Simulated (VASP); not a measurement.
Wanted: the native input for a VASP 6.6.1 run.

```
Task                   : single point
Functional             : PBE
Potentials or basis    : VASP PAW PBE potentials, release 64 (Cd, Nb_sv)
Cutoff                 : 520 eV
k mesh                 : 6 × 6 × 6
Occupations            : fermi-dirac, width 0.05 eV
Spin                   : no spin polarisation
Dipole correction      : no
Further INCAR settings : ALGO = Normal; EDIFF = 1e-06; NBANDS = 32
```

The structure of NbCd3 lies in POSCAR:

```
NbCd3
1.0
    4.2704668871      0.0000000000      0.0000000000
    0.0000000000      4.2704668871      0.0000000000
    0.0000000000      0.0000000000      4.2704668871
Cd Nb
3 1
Direct
    0.5000000000      0.5000000000      0.0000000000
    0.5000000000      0.0000000000      0.5000000000
    0.0000000000      0.5000000000      0.5000000000
    0.0000000000      0.0000000000      0.0000000000
```

The input as run:

INCAR

```
PREC     = Accurate       # precision mode
ENCUT    = 520            # plane-wave cutoff, eV
EDIFF    = 1E-6           # SCF threshold, eV
ISMEAR   = -1             # smearing method
SIGMA    = 0.05           # smearing width, eV
LREAL    = False          # projectors in reciprocal space
LASPH    = True           # aspherical terms in the spheres
NELM     = 100            # most SCF steps
ALGO     = Normal         # electronic algorithm
ISIF     = 2              # what is computed and relaxed
LWAVE    = False          # write WAVECAR
LCHARG   = False          # write CHGCAR
GGA      = PE             # functional
NBANDS   = 32             # bands
```

KPOINTS

```
Automatic mesh
0
Gamma
  6 6 6
```

Potentials or basis: VASP PAW PBE potentials, release 64 (Cd, Nb_sv).

Command:

```console
$ cat potpaw_PBE.64/Cd/POTCAR potpaw_PBE.64/Nb_sv/POTCAR > POTCAR
$ mpirun -np 1 vasp_std > vasp.out
```

Results of the run:

```json
{
  "Pressure": "3.1 GPa"
}
```

Wall time 21 s on 1 thread of Intel(R) Xeon(R) Platinum 8488C (Sapphire Rapids), on a shared host, peak memory 0.19 GiB.
